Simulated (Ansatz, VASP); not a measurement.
**Two plane-wave programs on P4C**

```
P C
1.0
    -2.69082    2.69082    2.93195
     2.69082   -2.69082    2.93195
     2.69082    2.69082   -2.93195
P C
4 1
Cartesian
  1.5650 3.0716 -1.4008
  1.1259 -0.3807 1.5312
  2.3101 1.5650 1.4008
  0.3807 1.1259 4.3327
  0.0000 0.0000 0.0000
```

Alike in both runs: functional PBE; k mesh 10 × 10 × 10; occupations gaussian, width 0.02 eV; no spin polarisation.

Ansatz relaxed the structure, and its values are those at the end. VASP's run is a single point on that final structure, the one shown.

|  | VASP | Ansatz |
| --- | --- | --- |
| version | VASP 6.6.1 | Ansatz 0.2.0 |
| potentials or method | VASP PAW PBE potentials, release 64 (P, C), cutoff 520 eV | scalar-relativistic, plane waves, PAW |
| valence electrons in the cell | 24 | 24 |

```csv
,VASP,Ansatz,Ansatz less VASP
gap on the k mesh at the Fermi level (eV),0.39,0.36,-0.023
least direct gap on the mesh (eV),0.81,0.80,-0.011
pressure (GPa),-0.3,0.0,+0.29
rms of the force components (eV/Å),0.015,0.001,-0.0141
```
